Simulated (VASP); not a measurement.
Here is a VASP 6.6.1 calculation.

Contents of POSCAR:

```
Na
1.0
   -2.0888816270      2.0888816270      2.0888816270
    2.0888816270     -2.0888816270      2.0888816270
    2.0888816270      2.0888816270     -2.0888816270
Na
1
Direct
    0.0000000000      0.0000000000      0.0000000000
```

Contents of INCAR.step1:

```
SYSTEM = Na
ALGO = Normal ; EDIFF = 1E-5
ENCUT = 550 ; GGA = PE
GGA_COMPAT = .FALSE. ; ISMEAR = -1
LASPH = .TRUE. ; LCHARG = .FALSE.
LREAL = .FALSE. ; LWAVE = .TRUE.
NBANDS = 10 ; NELM = 120
PREC = Accurate ; SIGMA = 0.03
```

INCAR.step2

```
SYSTEM = Na
ALGO = Normal ; EDIFF = 1E-6
ENCUT = 550 ; GGA_COMPAT = .FALSE.
ISIF = 2 ; ISMEAR = -1
ISTART = 1 ; LASPH = .TRUE.
LCHARG = .TRUE. ; LELF = .TRUE.
LMIXTAU = .TRUE. ; LREAL = .FALSE.
LVHAR = .TRUE. ; LWAVE = .FALSE.
METAGGA = R2SCAN ; NBANDS = 10
NELM = 120 ; PREC = Accurate
SIGMA = 0.03
```

KPOINTS

```
k-points
0
G
  11 11 11
  0 0 0
```

Potentials or basis: VASP PAW PBE potentials, release 64 (Na_pv).

Launch:

```bash
$ cat potpaw_PBE.64/Na_pv/POTCAR > POTCAR
$ cp INCAR.step1 INCAR
$ mpirun -np 1 vasp_std > vasp.out
$ cp INCAR.step2 INCAR
$ mpirun -np 1 vasp_std > vasp.out
```

Problem. Estimate the pressure.

Solution. 0.3 GPa.

Caveat: the PAW data sets were made with another functional, which shifts forces and pressure a little.
